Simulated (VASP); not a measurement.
Here is a VASP 6.6.1 calculation.

File POSCAR:

```
BaZrO3
1.0
    4.1633013651      0.0000000000      0.0000000000
    0.0000000000      4.1633013651      0.0000000000
    0.0000000000      0.0000000000      4.2281670064
Ba Zr O
1 1 3
Direct
    0.0000000000      0.0000000000      0.0000000000
    0.5000000000      0.5000000000      0.5000000000
    0.5000000000      0.5000000000      0.0000000000
    0.5000000000      0.0000000000      0.5000000000
    0.0000000000      0.5000000000      0.5000000000
```

Contents of INCAR.step1:

```
SYSTEM = BaZrO3
ALGO = Normal ; EDIFF = 1E-5
ENCUT = 910 ; GGA = PE
GGA_COMPAT = .FALSE. ; ISMEAR = 0
LASPH = .TRUE. ; LCHARG = .FALSE.
LREAL = .FALSE. ; LWAVE = .TRUE.
NBANDS = 28 ; NELM = 120
PREC = Accurate ; SIGMA = 0.01
```

Contents of INCAR.step2:

```
SYSTEM = BaZrO3
ALGO = Normal ; EDIFF = 1E-6
ENCUT = 910 ; GGA_COMPAT = .FALSE.
ISIF = 2 ; ISMEAR = 0
ISTART = 1 ; LASPH = .TRUE.
LCHARG = .TRUE. ; LELF = .TRUE.
LMIXTAU = .TRUE. ; LREAL = .FALSE.
LVHAR = .TRUE. ; LWAVE = .FALSE.
METAGGA = R2SCAN ; NBANDS = 28
NELM = 120 ; PREC = Accurate
SIGMA = 0.01
```

KPOINTS

```
k-points
0
G
  6 6 6
  0 0 0
```

Potentials or basis: VASP PAW PBE potentials, release 64 (Ba_sv, Zr_sv, O_h).

Command:

```sh
$ cat potpaw_PBE.64/Ba_sv/POTCAR potpaw_PBE.64/Zr_sv/POTCAR potpaw_PBE.64/O_h/POTCAR > POTCAR
$ cp INCAR.step1 INCAR
$ mpirun -np 1 vasp_std > vasp.out
$ cp INCAR.step2 INCAR
$ mpirun -np 1 vasp_std > vasp.out
```

Task: Predict the pressure.

Result: 3.4 GPa.

Task: What does it give for the band gap on the k mesh?

Result: 3.69 eV (least direct gap 3.92 eV).

Stress tensor (GPa, compression positive):
```
4.66 0.00 0.00
0.00 4.66 0.00
0.00 0.00 0.81
```

Caveat: the cell differs from its parent crystal (epitaxial xy strain -1.0%); the cutoff is under 1.25 times the usual one of these potentials, so pressure, stress and relaxed cells hold a basis-set (Pulay) error; the cell stands under pressure; the PAW data sets were made with another functional, which shifts forces and pressure a little; spin-orbit coupling is left out, which moves the levels of the heavy elements. A k mesh can miss the band edges.
